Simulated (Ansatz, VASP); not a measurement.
## Two plane-wave programs on AgCl

File POSCAR:

```
AgCl
1.0
   -0.0360513896      2.7371324246      2.7371324246
    2.7371324246     -0.0360513896      2.7371324246
    2.7371324246      2.7371324246     -0.0360513896
Ag Cl
1 1
Direct
    0.0000000000      0.0000000000      0.0000000000
    0.5000000000      0.5000000000      0.5000000000
```

The input INCAR.step1:

```
ALGO = Normal
EDIFF = 1E-4
ENCUT = 520
GGA = PE
ISMEAR = 0
LASPH = T
LCHARG = F
LREAL = F
LWAVE = T
NBANDS = 16
NELM = 60
PREC = Accurate
SIGMA = 0.01
```

Contents of INCAR.step2:

```
ALGO = Normal
EDIFF = 1E-6
ENCUT = 520
ISIF = 2
ISMEAR = 0
ISTART = 1
LASPH = T
LCHARG = T
LELF = T
LMIXTAU = T
LREAL = F
LVHAR = T
LWAVE = F
METAGGA = R2SCAN
NBANDS = 16
NELM = 60
PREC = Accurate
SIGMA = 0.01
```

Contents of KPOINTS:

```
k-points
0
Gamma
  8 8 8
```

Input for Ansatz:

```yaml
crystal:
  lattice:
    - [-0.0360513896, 2.7371324246, 2.7371324246]
    - [2.7371324246, -0.0360513896, 2.7371324246]
    - [2.7371324246, 2.7371324246, -0.0360513896]
  atoms:
    - { symbol: Ag, position: [0.0, 0.0, 0.0] }
    - { symbol: Cl, position: [0.5, 0.5, 0.5] }
kpoints:
  mp_grid: { grid: [8, 8, 8] }
  band_path:
    path:
      - [0.0, 0.0, 0.0]
      - [0.5, 0.0, 0.5]
      - [0.625, 0.25, 0.625]
      - [0.375, 0.375, 0.75]
      - [0.5, 0.5, 0.5]
      - [0.5, 0.25, 0.75]
      - [0.0375, 0.0375, 0.075]
    npoints: 1
hamiltonian:
  xc: r2scan
scf:
  occupations: { method: fixed }
  n_extra_bands: 4
output:
  forces: true
  stress: true
  eigenvalues: true
  write_density: true
  write_potential: true
  elf: true
  volumetric_format: npy
```

Change from the starting cell: shear_111 strain -1.9%.

Alike in both runs: task single point; functional r2SCAN; k mesh 8 × 8 × 8; no spin polarisation.

|  | VASP | Ansatz |
| --- | --- | --- |
| version | VASP 6.6.1 | Ansatz 0.2.0 |
| potentials or method | VASP PAW PBE potentials, release 64 (Ag, Cl) | plane waves, PAW |
| plane-wave cutoff (eV) | 520 | 500 |
| occupations | gaussian, width 0.01 eV | fixed |
| valence electrons in the cell | 18 | 26 |

|  | VASP | Ansatz | Ansatz less VASP |
| --- | --- | --- | --- |
| gap on the k mesh at the Fermi level (eV) | 1.41 | 1.46 | +0.053 |
| pressure (GPa) | 0.9 | 1.0 | +0.08 |
| traceless stress, the component that is largest in VASP (GPa) | 0.06 | 0.06 | +0.002 |

VASP's potentials were made for PBE, not for r2SCAN. VASP's potentials hold 18 valence electrons a cell and Ansatz's 26, so a difference there can come from the potentials and not from the codes.
